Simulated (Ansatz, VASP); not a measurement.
**ZnRe: VASP beside Ansatz**

File INCAR:

```
SYSTEM = ZnRe
  PREC = Accurate
  ENCUT = 600
  EDIFF = 1E-6
  ISMEAR = 0
  SIGMA = 0.1
  LREAL = .FALSE.
  LASPH = .TRUE.
  NELM = 100
  ALGO = Normal
  ISIF = 3
  LWAVE = .FALSE.
  LCHARG = .FALSE.
  GGA = PE
  IBRION = 2
  NSW = 100
  EDIFFG = -0.01
```

KPOINTS

```
regular mesh
0
G
  18 18 18
  0 0 0
```

Contents of POSCAR:

```
ZnRe
1.0
    3.0436650255      0.0000000000      0.0000000000
    0.0000000000      3.0436650255      0.0000000000
    0.0000000000      0.0000000000      3.0436650255
Zn Re
1 1
Direct
    0.0000000000      0.0000000000      0.0000000000
    0.5000000000      0.5000000000      0.5000000000
```

Input for Ansatz:

```yaml
crystal:
  lattice:
    - [3.0436650255, 0.0, 0.0]
    - [0.0, 3.0436650255, 0.0]
    - [0.0, 0.0, 3.0436650255]
  atoms:
    - { symbol: Zn, position: [0.0, 0.0, 0.0] }
    - { symbol: Re, position: [0.5, 0.5, 0.5] }
basis:
  ecutwfc: 420
kpoints:
  mp_grid: { grid: [18, 18, 18] }
hamiltonian:
  xc: pbe
scf:
  occupations: { method: gaussian, width: 0.1 }
output:
  forces: true
  stress: true
  eigenvalues: true
relax:
  adjacent_minimum: "off"
  f_tol: 0.01
  max_steps: 80
  cell: { stress_tol: 0.05 }
```

Alike in both runs: task relaxation of cell and atoms; functional PBE; k mesh 18 × 18 × 18; occupations gaussian, width 0.1 eV; no spin polarisation.

|  | VASP | Ansatz |
| --- | --- | --- |
| version | VASP 6.6.1 | Ansatz 0.2.0 |
| potentials or method | VASP PAW PBE potentials, release 64 (Zn, Re), cutoff 600 eV | scalar-relativistic, plane waves, PAW |
| valence electrons in the cell | 19 | 27 |

|  | VASP | Ansatz | Ansatz less VASP |
| --- | --- | --- | --- |
| gap on the k mesh at the Fermi level, each at its own relaxed structure (eV) | none | none | - |
| relaxed volume (Å³/atom) | 14.10 | 14.07 | -0.037 |
| relaxed cell length with the largest relative difference (Å) | 3.044 | 3.041 | -0.0027 |

A gap of «none» marks a metal or a gap that the smearing closes. VASP's potentials hold 19 valence electrons a cell and Ansatz's 27, so a difference there can come from the potentials and not from the codes.

Spin-orbit coupling is off throughout.
